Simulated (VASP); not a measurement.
Runs of VASP 6.6.1 on ScRu3. The structure is that of space group I4/mmm (No. 139), or close to it. The cells are those of the table. 

```csv
task,level,potentials or basis,U,cell,k mesh,cutoff (eV),gap on the mesh (eV),pressure (GPa)
single point,PBEsol+U,"VASP PAW PBE potentials, release 64 (Ru_sv, Sc_sv)","Ru d U = 4.0 eV, Sc d U = 4.0 eV","a = 4.864 Å, angles 133.6, 133.6, 67.8°, 4 atoms",7 × 7 × 7,600,none,2.0
relaxation of cell and atoms,PBEsol+U,"VASP PAW PBE potentials, release 64 (Ru_pv, Sc_sv)","Ru d U = 4.0 eV, Sc d U = 4.0 eV","relaxed from a = 4.876 Å, angles 132.9, 132.9, 68.8°, 4 atoms",7 × 7 × 7,600,none,0.0
single point,PBEsol+U,"VASP PAW PBE potentials, release 64 (Ru_sv, Sc_sv)","Ru d U = 2.0 eV, Sc d U = 2.0 eV","a = 4.845 Å, angles 133.5, 133.5, 67.8°, 4 atoms",7 × 7 × 7,600,none,1.4
single point,r2SCAN+D4,"VASP PAW PBE potentials, release 64 (Ru_pv, Sc_sv)",-,"a = 4.853 Å, angles 133.5, 133.5, 67.8°, 4 atoms",10 × 10 × 10,520,none,(a)
```

Alike in all rows: no spin polarisation; smearing fermi-dirac 0.05 eV.

**Question.** Estimate the missing entries.

**Answer.** (a) 1.2.

Caveats: the PAW data sets were made with another functional, which shifts forces and pressure a little; U without spin polarisation on a metal has little footing (at least some runs); the U is typed as a test and isn't derived for this compound (at least some runs).

A k mesh can miss the band edges, and the runs leave out spin-orbit coupling on Ru.

A gap of «none» marks levels without a gap at the run's occupations.

The runs don't all hold the same shells in valence.
